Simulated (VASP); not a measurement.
# GaP (I-4m2) in VASP: electric field gradients with PBE

Aim: the electric field gradients of GaP with PBE.

Everything below comes from runs of VASP 6.6.1. Logs are shortened: lines on timing, memory, paths and dates and some standing lists are left out, and cuts for length are marked.

## Step 1: The cell of the first run

The structure is tetragonal, space group I-4m2 (No. 119). Conventional cell: a = 3.874 Å, b = 3.874 Å, c = 5.396 Å, α = 90.00°, β = 90.00°, γ = 90.00°. Within 3.1 Å of Ga (site symmetry -4m2) lie 4 P at 2.36 Å. Within 3.1 Å of P (site symmetry -4m2) lie 4 Ga at 2.36 Å.

## Step 2: Electric field gradients, PBE (z stretched by -1 % at fixed volume)

Contents of INCAR:

```
SYSTEM = GaP
ALGO = Normal
EDIFF = 1E-8
ENCUT = 520
GGA = PE
ISIF = 2
ISMEAR = -1
LASPH = .True.
LCHARG = .False.
LEFG = .True.
LREAL = .False.
LWAVE = .False.
NBANDS = 16
NELM = 100
PREC = Accurate
SIGMA = 0.08
```

Contents of KPOINTS:

```
k-points
0
Gamma
  12 12 12
  0 0 0
```

Contents of POSCAR:

```
GaP
1.0
    0.0000000000      2.7389793062      2.6979975000
    2.7389793062      0.0000000000      2.6979975000
    2.7389793062      2.7389793062      0.0000000000
Ga P
1 1
Direct
    0.0000000000      0.0000000000      0.0000000000
    0.7500000000      0.7500000000      0.7500000000
```

Potentials or basis: VASP PAW PBE potentials, release 64 (Ga_d, P).

Launch:

```bash
$ cat potpaw_PBE.64/Ga_d/POTCAR potpaw_PBE.64/P/POTCAR > POTCAR
$ mpirun -np 1 vasp_std > vasp.out
```

OUTCAR:

```text
SYSTEM = GaP
   EDIFF = 1E-8
   ENCUT = 520
   GGA = PE
   ISIF = 2
   ISMEAR = -1
   LASPH = .True.
   LREAL = .False.
   NELM = 100
   PREC = Accurate

 ion  position               nearest neighbor table
   1  0.000  0.000  0.000-   2 2.36   2 2.36   2 2.36   2 2.36
   2  0.750  0.750  0.750-   1 2.36   1 2.36   1 2.36   1 2.36

  LATTYP: Found a body centered tetragonal cell.
 ALAT       =     3.8735016819
 C/A-ratio  =     1.3930534806

  Lattice vectors:

 A1 = (   0.0000000000,  -2.7389793062,  -2.6979975000)
 A2 = (   0.0000000000,   2.7389793062,  -2.6979975000)
 A3 = (   2.7389793062,   0.0000000000,   2.6979975000)

Analysis of symmetry for initial positions (statically):
=====================================================================
 Subroutine PRICEL returns:
 Original cell was already a primitive cell.

 Routine SETGRP: Setting up the symmetry group for a
 body centered tetragonal supercell.

 Subroutine GETGRP returns: Found  8 space group operations
 (whereof  8 operations were pure point group operations)
 out of a pool of 16 trial point group operations.

The static configuration has the point symmetry D_2d.

Analysis of symmetry for dynamics (positions and initial velocities):
=====================================================================
 Subroutine PRICEL returns:
 Original cell was already a primitive cell.

 Routine SETGRP: Setting up the symmetry group for a
 body centered tetragonal supercell.

 Subroutine GETGRP returns: Found  8 space group operations
 (whereof  8 operations were pure point group operations)
 out of a pool of 16 trial point group operations.

The dynamic configuration has the point symmetry D_2d.

 Subroutine INISYM returns: Found  8 space group operations
 (whereof  8 operations are pure point group operations),
 and found     1 'primitive' translations

----------------------------------------------------------------------------------------

                                     Primitive cell

  volume of cell :      40.4808

  direct lattice vectors                    reciprocal lattice vectors
     0.000000000  2.738979306  2.697997500    -0.182549755  0.182549755  0.185322633
     2.738979306  0.000000000  2.697997500     0.182549755 -0.182549755  0.185322633
[... 118 lines left out ...]
  volume of cell :       40.48
 maximum number of plane-waves:      1103
 NGX is ok and might be reduce to    30
   NGX = 15   NGY = 15   NGZ = 15

 number of electron      17.9999991 magnetization

 Free energy of the ion-electron system (eV)
  ---------------------------------------------------
  ext. energy  EPLUGINS =         0.00000000
  ---------------------------------------------------
  free energy    TOTEN  =        -9.11709688 eV

  energy without entropy =       -9.11709532  energy(sigma->0) =       -9.11709610

 E-fermi :   5.4291     XC(G=0):  -9.8337

 val. band max:        4.7059626777   @ k =   0.0000   0.0000   0.0000
 cond. band min:       6.1560821976   @ k =   0.4167   0.4167   0.0000
 fundamental gap:      1.4501195199
 Fermi energy:         5.4291437666

 k-point     1 :       0.0000    0.0000    0.0000
  band No.  band energies     occupation
      1      -9.9001      2.00000
      2      -9.9001      2.00000
      3      -9.8955      2.00000
      4      -9.8002      2.00000
      5      -9.7977      2.00000
      6      -7.8400      2.00000
[... 433 lines left out ...]
      3      -9.8648      2.00000
      4      -9.8010      2.00000
      5      -9.7906      2.00000
      6      -5.5557      2.00000
[... 8 lines left out ...]
     15      15.0299      0.00000
     16      16.7294      0.00000

 [... further k-points ...]
[... 5 lines left out ...]
  --------------------------------------------------------------------------------------
  -------------------------------------------------------------------------------------
  Total        0.5353610      0.5353610      0.8064902      0.0000000      0.0000000      0.0000000
  in kB       21.1888931     21.1888931     31.9198334      0.0000000      0.0000000      0.0000000
  external PRESSURE =      24.7658732 kB  Pullay stress =       0.0000000 kB

 VOLUME and BASIS-vectors are now :
 -----------------------------------------------------------------------------
  energy-cutoff  :      520.00
  volume of cell :       40.48
      direct lattice vectors                 reciprocal lattice vectors
     0.000000000  2.738979306  2.697997500    -0.182549755  0.182549755  0.185322633
     2.738979306  0.000000000  2.697997500     0.182549755 -0.182549755  0.185322633
     2.738979306  2.738979306  0.000000000     0.182549755  0.182549755 -0.185322633

 POSITION                                       TOTAL-FORCE (eV/Angst)
 -----------------------------------------------------------------------------------
      0.00000      0.00000      0.00000        -0.000000     -0.000000     -0.000000
      4.10847      4.10847      4.04700         0.000000      0.000000      0.000000
 -----------------------------------------------------------------------------------
    total drift:                               -0.000002     -0.000002     -0.000001

  FREE ENERGIE OF THE ION-ELECTRON SYSTEM (eV)
  ---------------------------------------------------
  free  energy   TOTEN  =        -9.1170968807 eV

  energy  without entropy=       -9.1170953217  energy(sigma->0) =       -9.11709610

 Electric field gradients (V/A^2)
---------------------------------------------------------------------
 ion       V_xx      V_yy      V_zz      V_xy      V_xz      V_yz
---------------------------------------------------------------------
   1      -1.315    -1.315     2.629    -0.001    -0.001    -0.001
   2       0.880     0.880    -1.760    -0.000    -0.000    -0.000
---------------------------------------------------------------------

 Electric field gradients after diagonalization (V/A^2)
 (convention: |V_zz| > |V_xx| > |V_yy|)
----------------------------------------------------------------------
 ion       V_xx      V_yy      V_zz     asymmetry (V_yy - V_xx)/ V_zz
----------------------------------------------------------------------
   1      -1.316    -1.314     2.629       0.001
   2       0.880     0.880    -1.760       0.000
----------------------------------------------------------------------

           NMR quadrupolar parameters

 Cq : quadrupolar parameter    Cq=e*Q*V_zz/h
 eta: asymmetry parameters     (V_yy - V_xx)/ V_zz
 Q  : nuclear electric quadrupole moment in mb (millibarn)
----------------------------------------------------------------------
 ion       Cq(MHz)       eta       Q (mb)
----------------------------------------------------------------------
   1       0.006       0.001       1.000
   2      -0.004       0.000       1.000
----------------------------------------------------------------------
```

stdout:

```text
POSCAR found type information on POSCAR GaP
 POSCAR found :  2 types and       2 ions
 scaLAPACK will be used
 LDA part: xc-table for (Slater+PW92), standard interpolation
 POSCAR, INCAR and KPOINTS ok, starting setup
 FFT: planning ... GRIDC
 FFT: planning ... GRID_SOFT
 FFT: planning ... GRID
 WAVECAR not read
 entering main loop
ion   1

ion   2
```

Wall time 3.4 min (1 thread of AMD EPYC 7R13 (Zen 3), shared host); peak memory 0.21 GiB.

What came out:

| Quantity | Value |
| --- | --- |
| Free energy | -9.1171 eV |
| Pressure | 2.5 GPa |
| Band gap on the k mesh | 1.45 eV, indirect (least direct gap 1.77 eV) |

Levels at points of the mesh, in eV from the valence-band top:
```
           k point  band 7  band 8  band 9  band 10  band 11  band 12
(0.00, 0.00, 0.00)   -0.08   -0.08    0.00     1.77     3.82     3.85
(0.50, 0.00, 0.00)   -6.68   -1.23   -1.11     1.61     4.61     4.73
(0.50, 0.50, 0.00)   -6.74   -2.80   -2.80     1.53     1.67    10.54
(0.50, 0.00, 0.50)   -6.84   -2.71   -2.70     1.64     1.82    10.53
```

Electric field gradients, principal values (V/Å²):
```
atom   least  middle  greatest (by size)
1 Ga  -1.314  -1.316               2.629
 2 P   0.880   0.880              -1.760
```

Caveat: without QUAD_EFG the Cq values of the log hold for a quadrupole moment of 1 mb, not for the nuclei. A k mesh can miss the band edges.
